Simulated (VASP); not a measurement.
Here is a VASP 6.6.1 calculation.

Contents of INCAR:

```
SYSTEM = Sn
PREC = Accurate ; ENCUT = 520
EDIFF = 1E-8 ; ISMEAR = 0
SIGMA = 0.1 ; LREAL = .False.
LASPH = .True. ; NELM = 80
ALGO = Fast ; ISIF = 2
LWAVE = .False. ; LCHARG = .False.
GGA = PS ; LEFG = .True.
NBANDS = 36
```

File KPOINTS:

```
regular mesh
0
Gamma
  8 8 14
  0 0 0
```

File POSCAR:

```
Sn
1.0
    5.8320000000      0.0000000000      0.0000000000
    0.0000000000      5.8320000000      0.0000000000
    0.0000000000      0.0000000000      3.1820000000
Sn
4
Direct
    0.0000000000      0.0000000000      0.0000000000
    0.5000000000      0.5000000000      0.5000000000
    0.0000000000      0.5000000000      0.2500000000
    0.5000000000      0.0000000000      0.7500000000
```

Potentials or basis: VASP PAW PBE potentials, release 64 (Sn_d).

Launch:

```bash
$ cat potpaw_PBE.64/Sn_d/POTCAR > POTCAR
$ mpirun -np 1 vasp_std > vasp.out
```

(1) What does it give for the band gap on the k mesh?

(2) What does it give for the pressure?

## Answers

(1) zero (band 28 reaches 9.48 eV, above the bottom of band 29 at 6.48 eV).

(2) -0.4 GPa.

Caveat: without QUAD_EFG the Cq values of the log hold for a quadrupole moment of 1 mb, not for the nuclei; the PAW data sets were made with another functional, which shifts forces and pressure a little; spin-orbit coupling is left out, which moves the levels of the heavy elements.
